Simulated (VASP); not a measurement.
## Sn: single point with PBEsol

Sn:

```
CELL_PARAMETERS angstrom
3.17897 0.00000 0.00000
-1.58949 2.75307 0.00000
0.00000 0.00000 5.10004
ATOMIC_POSITIONS crystal
Sn 0.33333 0.66667 0.25000
Sn 0.66667 0.33333 0.75000
```

This cell differs from its parent crystal: volume scaled by 0.85.

```
Program             : VASP 6.6.1
Task                : single point
Functional          : PBEsol
Potentials or basis : VASP PAW PBE potentials, release 64 (Sn_d)
Cutoff              : 520 eV
k mesh              : 13 × 13 × 7
Occupations         : fermi-dirac, width 0.1 eV
Spin                : no spin polarisation
```

```json
{"Pressure": "13.2 GPa", "Band gap on the k mesh": "zero (band 14 reaches 17.35 eV, above the bottom of band 15 at 8.00 eV)"}
```

Levels at points of the mesh, in eV from the Fermi level:
| k point | band 12 | band 13 | band 14 | band 15 | band 16 | band 17 |
| --- | --- | --- | --- | --- | --- | --- |
| (0.00, 0.00, 0.00) | -6.95 | -5.74 | 6.63 | 6.63 | 8.79 | 8.79 |

It took 2.1 min on 1 thread of AMD EPYC 7R13, with other jobs on the host, peak memory 0.17 GiB.

Caveat: the PAW data sets were made with another functional, which shifts forces and pressure a little; spin-orbit coupling is left out, which moves the levels of the heavy elements.
